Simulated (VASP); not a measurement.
Runs of VASP 6.6.1 on SnO. The structure is that of space group Pm-3m (No. 221), or close to it. The cells are those of the table. 

| level | cell | gap on the mesh (eV) | pressure (GPa) |
| --- | --- | --- | --- |
| r2SCAN | a = 3.134 Å, 2 atoms | 0.45 | (c) |
| PBE | a = 3.067 Å, 2 atoms | 0.09 | 7.5 |
| r2SCAN | a = 3.072 Å, 2 atoms | 0.25 | 4.0 |
| PBE | a = 3.193 Å, 2 atoms | 0.45 | -4.9 |
| r2SCAN | a = 3.164 Å, 2 atoms | 0.53 | -5.5 |
| PBE | a = 3.162 Å, 2 atoms | (a) | -2.5 |
| r2SCAN | a = 3.040 Å, 2 atoms | 0.14 | 8.4 |
| r2SCAN | a = 3.103 Å, 2 atoms | 0.35 | (b) |

Alike in all rows: task single point; potentials or basis VASP PAW PBE potentials, release 64 (Sn_d, O); no spin polarisation; k mesh 6 × 6 × 6; cutoff (eV) 520; smearing fermi-dirac 0.02 eV.

Estimate the missing entries.

(a) 0.37; (b) 0.3; (c) -2.8.

Caveats: spin-orbit coupling is left out, which moves the levels of the heavy elements; the PAW data sets were made with another functional, which shifts forces and pressure a little (some runs).

A k mesh can miss the band edges, and the runs leave out spin-orbit coupling on Sn.
